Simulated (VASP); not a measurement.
# Ni (Im-3m) in VASP: further runs, part 2 of 2

VASP 6.6.1. The steps go on from the part before.

### Step 5. Single point, PBE, collinear spin, ferromagnetic start

This run uses another cell than the first one, of 9.98 Å³/atom, 1.004 times its volume.

Input file INCAR:

```
PREC     = Accurate       # precision mode
ENCUT    = 520            # plane-wave cutoff, eV
EDIFF    = 1E-6           # SCF threshold, eV
ISMEAR   = -1             # smearing method
SIGMA    = 0.1            # smearing width, eV
LREAL    = F              # projectors in reciprocal space
LASPH    = T              # aspherical terms in the spheres
NELM     = 150            # most SCF steps
ALGO     = Normal         # electronic algorithm
ISIF     = 2              # what is computed and relaxed
LWAVE    = F              # write WAVECAR
LCHARG   = T              # write CHGCAR
ISPIN    = 2              # spin polarisation
MAGMOM   = 1              # initial moments
LORBIT   = 11             # projections on sites
LMAXMIX  = 4              # l up to which the mixer works
GGA      = PE             # functional
LELF     = T              # ELF
LVHAR    = T            
NBANDS   = 15             # bands
```

Input file KPOINTS:

```
regular mesh
0
Gamma
  20 20 20
```

Input file POSCAR:

```
Ni
1.0
   -1.3564966989      1.3564966989      1.3564966989
    1.3564966989     -1.3564966989      1.3564966989
    1.3564966989      1.3564966989     -1.3564966989
Ni
1
Direct
    0.0000000000      0.0000000000      0.0000000000
```

Potentials or basis: VASP PAW PBE potentials, release 64 (Ni).

Run with:

```sh
> cat potpaw_PBE.64/Ni/POTCAR > POTCAR
> mpirun -np 1 vasp_std > vasp.out
```

OUTCAR:

```text
PREC = Accurate
   ENCUT = 520
   EDIFF = 1E-6
   ISMEAR = -1
   LREAL = F
   LASPH = T
   NELM = 150
   ISIF = 2
   ISPIN = 2
   LORBIT = 11
   GGA = PE

 ion  position               nearest neighbor table
   1  0.000  0.000  0.000-

  LATTYP: Found a body centered cubic cell.
 ALAT       =     2.7129933978

  Lattice vectors:

 A1 = (  -1.3564966989,   1.3564966989,   1.3564966989)
 A2 = (   1.3564966989,  -1.3564966989,   1.3564966989)
 A3 = (   1.3564966989,   1.3564966989,  -1.3564966989)

Analysis of symmetry for initial positions (statically):
=====================================================================
 Subroutine PRICEL returns:
 Original cell was already a primitive cell.

 Routine SETGRP: Setting up the symmetry group for a
 body centered cubic supercell.

 Subroutine GETGRP returns: Found 48 space group operations
 (whereof 48 operations were pure point group operations)
 out of a pool of 48 trial point group operations.

The static configuration has the point symmetry O_h .

Analysis of symmetry for dynamics (positions and initial velocities):
[... 630 lines left out ...]
     13      45.4019      0.00000
     14      45.4019      0.00000
[... 403 lines left out ...]
      4       9.7481      0.99945
      5      10.1654      0.96571
      6      10.4935      0.51406
      7      24.8950      0.00000
      8      29.9146      0.00000
      9      33.5728      0.00000
     10      37.6564      0.00000
     11      42.3377      0.00000
     12      43.9426      0.00000
     13      50.3631      0.00000
     14      52.6891      0.00000
     15      56.6765      0.00000

 [... further k-points ...]

------------------------ aborting loop because EDIFF is reached ----------------------------------------

  FORCE on cell =-STRESS in cart. coord.  units (eV):
  Direction    XX          YY          ZZ          XY          YZ          ZX
  --------------------------------------------------------------------------------------
  -------------------------------------------------------------------------------------
  Total        1.4075524      1.4075524      1.4075524     -0.0000000     -0.0000000      0.0000000
  in kB      225.8701970    225.8701970    225.8701970     -0.0000000     -0.0000000      0.0000000
  external PRESSURE =     225.8701970 kB  Pullay stress =       0.0000000 kB

 VOLUME and BASIS-vectors are now :
 -----------------------------------------------------------------------------
  energy-cutoff  :      520.00
  volume of cell :        9.98
      direct lattice vectors                 reciprocal lattice vectors
    -1.356496699  1.356496699  1.356496699     0.000000000  0.368596548  0.368596548
     1.356496699 -1.356496699  1.356496699     0.368596548  0.000000000  0.368596548
     1.356496699  1.356496699 -1.356496699     0.368596548  0.368596548  0.000000000

 POSITION                                       TOTAL-FORCE (eV/Angst)
 -----------------------------------------------------------------------------------
      0.00000      0.00000      0.00000         0.000000     -0.000000     -0.000000
 -----------------------------------------------------------------------------------
    total drift:                                0.000000      0.000000      0.000000

  FREE ENERGIE OF THE ION-ELECTRON SYSTEM (eV)
  ---------------------------------------------------
  free  energy   TOTEN  =        -5.3385007041 eV

  energy  without entropy=       -5.2816201549  energy(sigma->0) =       -5.31006043

 total charge

# of ion       s       p       d       tot
------------------------------------------
    1        0.529   0.570   8.381   9.480

 magnetization (x)

# of ion       s       p       d       tot
------------------------------------------
    1       -0.003  -0.012   0.413   0.398
```

It took 56 s on 1 thread of Intel Xeon 6975P-C, shared host; peak memory 0.17 GiB.

Results:

| Item | Value |
| --- | --- |
| Free energy | -5.3385 eV |
| Pressure | 22.6 GPa |
| Net moment | 0.40 μB per cell |
| Site moments | Ni +0.40 μB |
| Valence electrons inside the program's atomic spheres | Ni 9.48 |

Levels at points of the mesh, in eV from the Fermi level:
Spin up:
```tsv
k point	band 2	band 3	band 4	band 5	band 6	band 7	band 8	band 9
(0.00, 0.00, 0.00)	-2.41	-2.41	-2.41	-0.86	-0.86	27.36	27.36	27.36
(0.50, 0.00, 0.00)	-3.47	-0.93	-0.68	0.15	0.17	7.23	19.90	21.39
(0.50, 0.50, 0.50)	-4.65	-0.11	-0.11	-0.11	10.35	10.35	10.35	16.57
```
Spin down:
```
           k point  band 3  band 4  band 5  band 6  band 7  band 8
(0.00, 0.00, 0.00)   -1.94   -1.94   -0.51   -0.51   27.29   27.29
(0.50, 0.00, 0.00)   -0.53   -0.31    0.16    0.69    7.49   19.85
(0.50, 0.50, 0.50)    0.43    0.43    0.43   10.38   10.38   10.38
```

### Step 6. Overview

```tsv
task	cell	cutoff (eV)	gap on the mesh (eV)	pressure (GPa)	moment (μB)
relaxation of cell and atoms	relaxed to 23 GPa from a = 2.346 Å, angles 109.5°, 1 atom	600	none	23.0	0.39
relaxation of cell and atoms	relaxed to 23 GPa from a = 2.350 Å, angles 109.5°, 1 atom	600	none	23.0	0.39
single point	a = 2.350 Å, angles 109.5°, 1 atom	520	none	22.6	0.40
```

Alike in all rows: level PBE; potentials or basis VASP PAW PBE potentials, release 64 (Ni); spin collinear, ferromagnetic start; k mesh 20 × 20 × 20; smearing fermi-dirac 0.1 eV.

Caveats: the cell is relaxed towards a set pressure, so the enthalpy falls and the energy may rise (some runs).

Total energies depend on the potentials used, so only differences within one code and one set of settings carry meaning.
